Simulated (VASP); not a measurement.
# C in VASP: a series of runs, part 2 of 2

VASP 6.6.1. Earlier steps stand in the parts before.

## 3. Single point, LDA (10.47 Å³/atom)

This run uses another cell than the first one, of 10.47 Å³/atom.

Contents of INCAR:

```
PREC = Accurate
ENCUT = 520
EDIFF = 1E-6
ISMEAR = -1
SIGMA = 0.05
LREAL = False
LASPH = True
NELM = 60
ALGO = Normal
ISIF = 2
LWAVE = False
LCHARG = True
LELF = True
LVHAR = True
NBANDS = 16
```

Contents of KPOINTS:

```
regular mesh
0
Gamma
  12 12 12
```

Contents of POSCAR:

```
C
1.0
    1.2165213504      0.7023589292      8.1706741485
   -1.2165213504      0.7023589292      8.1706741485
    0.0000000000     -1.4047178582      8.1706741485
C
4
Direct
    0.0871730800      0.0871730800      0.0871730800
    0.7538500600      0.7538500600      0.7538500600
    0.2461499400      0.2461499400      0.2461499400
    0.9128269200      0.9128269200      0.9128269200
```

Potentials or basis: VASP PAW LDA potentials, release 64 (C).

Command:

```bash
$ cat potpaw_LDA.64/C/POTCAR > POTCAR
$ mpirun -np 1 vasp_std > vasp.out
```

OUTCAR:

```text
PREC = Accurate
   ENCUT = 520
   EDIFF = 1E-6
   ISMEAR = -1
   LREAL = False
   LASPH = True
   NELM = 60
   ISIF = 2

 ion  position               nearest neighbor table
   1  0.087  0.087  0.087-   2 1.40   2 1.40   2 1.40
   2  0.754  0.754  0.754-   1 1.40   1 1.40   1 1.40
   3  0.246  0.246  0.246-   4 1.40   4 1.40   4 1.40
   4  0.913  0.913  0.913-   3 1.40   3 1.40   3 1.40

  LATTYP: Found a trigonal (rhomboedric) cell.
 ALAT       =     8.2905457180
 COS(alpha) =     0.9569371044

  Lattice vectors:

 A1 = (   1.2165213504,   0.7023589292,   8.1706741485)
 A2 = (  -1.2165213504,   0.7023589292,   8.1706741485)
 A3 = (   0.0000000000,  -1.4047178582,   8.1706741485)

Analysis of symmetry for initial positions (statically):
=====================================================================
 Subroutine PRICEL returns:
 Original cell was already a primitive cell.

 Routine SETGRP: Setting up the symmetry group for a
 trigonal (rhombohedral) supercell.

 Subroutine GETGRP returns: Found 12 space group operations
 (whereof 12 operations were pure point group operations)
 out of a pool of 12 trial point group operations.

The static configuration has the point symmetry D_3d.

Analysis of symmetry for dynamics (positions and initial velocities):
=====================================================================
 Subroutine PRICEL returns:
 Original cell was already a primitive cell.

 Routine SETGRP: Setting up the symmetry group for a
 trigonal (rhombohedral) supercell.

 Subroutine GETGRP returns: Found 12 space group operations
 (whereof 12 operations were pure point group operations)
 out of a pool of 12 trial point group operations.

The dynamic configuration has the point symmetry D_3d.

 Subroutine INISYM returns: Found 12 space group operations
 (whereof 12 operations are pure point group operations),
 and found     1 'primitive' translations

----------------------------------------------------------------------------------------

                                     Primitive cell

  volume of cell :      41.8878

  direct lattice vectors                    reciprocal lattice vectors
     1.216521350  0.702358929  8.170674148     0.411007994  0.237295576  0.040796307
    -1.216521350  0.702358929  8.170674148    -0.411007994  0.237295576  0.040796307
     0.000000000 -1.404717858  8.170674148     0.000000000 -0.474591152  0.040796307

  length of vectors
     8.290545718  8.290545718  8.290545718     0.476341370  0.476341370  0.476341370

  position of ions in fractional coordinates (direct lattice)
     0.087173080  0.087173080  0.087173080
     0.753850060  0.753850060  0.753850060
     0.246149940  0.246149940  0.246149940
     0.912826920  0.912826920  0.912826920

  ion indices of the primitive-cell ions
   primitive index   ion index
                 1           1
                 2           2
                 3           3
                 4           4

----------------------------------------------------------------------------------------

 KPOINTS: regular mesh

Automatic generation of k-mesh.
 Grid dimensions read from file:
 generate k-points for:   12   12   12

 Generating k-lattice:

  Cartesian coordinates                     Fractional coordinates (reciprocal lattice)
     0.034250666  0.019774631  0.003399692     0.083333333 -0.000000000  0.000000000
    -0.034250666  0.019774631  0.003399692    -0.000000000  0.083333333  0.000000000
     0.000000000 -0.039549263  0.003399692     0.000000000  0.000000000  0.083333333

  Length of vectors
     0.039695114  0.039695114  0.039695114

  Shift w.r.t. Gamma in fractional coordinates (k-lattice)
     0.000000000  0.000000000  0.000000000

 Subroutine IBZKPT returns following result:
 ===========================================

 Found    189 irreducible k-points:

 Following reciprocal coordinates:
            Coordinates               Weight
  0.000000  0.000000  0.000000      1.000000
  0.083333  0.000000  0.000000      6.000000
  0.166667  0.000000 -0.000000      6.000000
  0.250000 -0.000000  0.000000      6.000000
  0.333333  0.000000  0.000000      6.000000
  0.416667 -0.000000 -0.000000      6.000000
[... 16 lines left out ...]
  0.500000  0.166667  0.000000     12.000000
 -0.416667  0.166667  0.000000     12.000000
 [... further k-points ...]
   k-points           NKPTS =    189   k-points in BZ     NKDIM =    189   number of bands    NBANDS=     16
   number of dos      NEDOS =    301   number of ions     NIONS =      4
   total plane-waves  NPLWV = 262144
   dimension x,y,z NGX =    64 NGY =   64 NGZ =   64
   dimension x,y,z NGXF=   128 NGYF=  128 NGZF=  128
   ions per type =               4
   NGX,Y,Z   is equivalent  to a cutoff of  12.83, 12.83, 12.83 a.u.
   NGXF,Y,Z  is equivalent  to a cutoff of  25.67, 25.67, 25.67 a.u.
 SYSTEM =  unknown system
   PREC   = accura    normal or accurate (medium, high low for compatibility)
   ISTART =      0    job   : 0-new  1-cont  2-samecut
   ICHARG =      2    charge: 1-file 2-atom 10-const
   ISPIN  =      1    spin polarized calculation?
   LNONCOLLINEAR =      F non collinear calculations
   LSORBIT =      F    spin-orbit coupling
   LASPH  =      T    aspherical Exc in radial PAW
   ENCUT  =  520.0 eV  38.22 Ry    6.18 a.u.  15.41 15.41 15.41*2*pi/ulx,y,z
   NELM   =     60;   NELMIN=  2; NELMDL= -5     # of ELM steps
   EDIFF  = 0.1E-05   stopping-criterion for ELM
   LREAL  =      F    real-space projection
[... 7 lines left out ...]
   TEBEG  =    0.0;   TEEND  =   0.0 temperature during run
   PSTRESS=    0.0 pullay stress
   NELECT =      16.0000    total number of electrons
   NUPDOWN=      -1.0000    fix difference up-down
   EMIN   =  10.00;   EMAX   =-10.00  energy-range for DOS
   EFERMI =   0.00;   METHOD = LEGACY
   ISMEAR =    -1;   SIGMA  =   0.05  broadening in eV -4-tet -1-fermi 0-gaus
   EFERMI_NEDOS =   21; number of points for ismear=-14 and -15
   IALGO  =     38    algorithm
   IMIX   =      4    mixing-type and parameters
     AMIX     =   0.40;   BMIX     =  1.00
     AMIX_MAG =   1.60;   BMIX_MAG =  1.00
  volume/ion in A,a.u.               =      10.47        70.67
  Fermi-wavevector in a.u.,A,eV,Ry     =   1.187824  2.244662 19.196818  1.410926
  Thomas-Fermi vector in A             =   2.323967
   LORBIT       =      0    0 simple, 1 ext, 2 COOP (PROOUT), +10 PAW based schemes
   GGA     = CA    functional components
   LHFCALC =     F    Hartree Fock is set to
   AEXX    =    0.0000 exact exchange contribution
   IVDW    =     0    specifies the selected vdW correction
   LEPSILON=     F    determine dielectric tensor
   LRPA    =     F    only Hartree local field effects (RPA)
 non-spin polarized calculation
  energy-cutoff  :      520.00
  volume of cell :       41.89
 maximum number of plane-waves:      1152
 NGX is ok and might be reduce to    64
   NGX = 31   NGY = 31   NGZ = 31

 number of electron      16.0000000 magnetization

 Free energy of the ion-electron system (eV)
  ---------------------------------------------------
  ext. energy  EPLUGINS =         0.00000000
  ---------------------------------------------------
  free energy    TOTEN  =       -40.37280867 eV

  energy without entropy =      -40.37142072  energy(sigma->0) =      -40.37211470

 E-fermi :   3.1730     XC(G=0):  -9.5221

 val. band max:        3.0696752090   @ k =  -0.3333   0.3333   0.0000
 cond. band min:       3.2749647179   @ k =  -0.1667   0.5000   0.1667
 fundamental gap:      0.2052895089
 Fermi energy:         3.1729822470

 k-point     1 :       0.0000    0.0000    0.0000
  band No.  band energies     occupation
      1     -16.4753      2.00000
      2     -16.4114      2.00000
      3      -5.0821      2.00000
      4      -4.3872      2.00000
      5       0.1535      2.00000
      6       0.1535      2.00000
[... 8 lines left out ...]
     15      14.1185      0.00000
     16      14.9732      0.00000
[... 419 lines left out ...]
 k-point    24 :      -0.4167    0.1667    0.0000
  band No.  band energies     occupation
      1     -10.5881      2.00000
      2     -10.5543      2.00000
      3      -9.8092      2.00000
      4      -9.7816      2.00000
      5      -5.1760      2.00000
      6      -5.1676      2.00000
[... 8 lines left out ...]
     15      14.3990      0.00000
     16      16.2219      0.00000

 [... further k-points ...]

------------------------ aborting loop because EDIFF is reached ----------------------------------------

  FORCE on cell =-STRESS in cart. coord.  units (eV):
  Direction    XX          YY          ZZ          XY          YZ          ZX
  --------------------------------------------------------------------------------------
  -------------------------------------------------------------------------------------
  Total        1.6899353      1.6899353     -0.2926564      0.0000000     -0.0000000      0.0000000
  in kB       64.6387089     64.6387089    -11.1938806      0.0000000     -0.0000000      0.0000000
  external PRESSURE =      39.3611791 kB  Pullay stress =       0.0000000 kB

 VOLUME and BASIS-vectors are now :
 -----------------------------------------------------------------------------
  energy-cutoff  :      520.00
  volume of cell :       41.89
      direct lattice vectors                 reciprocal lattice vectors
     1.216521350  0.702358929  8.170674148     0.411007994  0.237295576  0.040796307
    -1.216521350  0.702358929  8.170674148    -0.411007994  0.237295576  0.040796307
     0.000000000 -1.404717858  8.170674148     0.000000000 -0.474591152  0.040796307

 POSITION                                       TOTAL-FORCE (eV/Angst)
 -----------------------------------------------------------------------------------
      0.00000      0.00000      2.13679         0.000000      0.000000      0.008415
      0.00000      0.00000     18.47839         0.000000      0.000000      0.001154
      0.00000      0.00000      6.03363         0.000000     -0.000000     -0.001154
      0.00000      0.00000     22.37523         0.000000     -0.000000     -0.008415
 -----------------------------------------------------------------------------------
    total drift:                               -0.000000     -0.000000      0.000000

  FREE ENERGIE OF THE ION-ELECTRON SYSTEM (eV)
  ---------------------------------------------------
  free  energy   TOTEN  =       -40.3728086673 eV

  energy  without entropy=      -40.3714207238  energy(sigma->0) =      -40.37211470
```

OSZICAR:

```text
N       E                     dE             d eps       ncg     rms          rms(c)
DAV:   1     0.388900196910E+02    0.38890E+02   -0.77188E+03  6072   0.901E+02
DAV:   2    -0.401615998915E+02   -0.79052E+02   -0.71750E+02  8424   0.193E+02
DAV:   3    -0.435040836782E+02   -0.33425E+01   -0.33198E+01  8264   0.382E+01
DAV:   4    -0.435399499478E+02   -0.35866E-01   -0.35855E-01  7496   0.486E+00
DAV:   5    -0.435406029345E+02   -0.65299E-03   -0.65291E-03  8072   0.617E-01    0.963E+00
DAV:   6    -0.411512417929E+02    0.23894E+01   -0.18294E+00  7096   0.803E+00    0.549E+00
DAV:   7    -0.403706606049E+02    0.78058E+00   -0.21111E+00  7440   0.875E+00    0.149E+00
DAV:   8    -0.403747891918E+02   -0.41286E-02   -0.94064E-02  7504   0.179E+00    0.292E-01
DAV:   9    -0.403729268537E+02    0.18623E-02   -0.25092E-03  7872   0.331E-01    0.143E-01
DAV:  10    -0.403727950307E+02    0.13182E-03   -0.10142E-03  7808   0.184E-01    0.647E-02
DAV:  11    -0.403728071906E+02   -0.12160E-04   -0.36079E-05  7504   0.367E-02    0.118E-02
DAV:  12    -0.403728084912E+02   -0.13006E-05   -0.12579E-06  7192   0.778E-03    0.213E-03
DAV:  13    -0.403728086673E+02   -0.17613E-06   -0.33479E-07  5464   0.412E-03
   1 F= -.40372809E+02 E0= -.40372115E+02  d E =-.138794E-02
```

It took 35 min on 1 thread of Intel Xeon 8259CL, shared host; peak memory 0.43 GiB.

Results:

| Property | Result |
| --- | --- |
| Free energy | -40.3728 eV |
| Pressure | 3.9 GPa |
| Largest force | 0.008 eV/Å |

Forces in eV/Å, atoms in the order of the input:
```
C    0.000  0.000  0.008
C    0.000  0.000  0.001
C    0.000  0.000 -0.001
C    0.000  0.000 -0.008
```

Caveat: the cell stands under pressure.
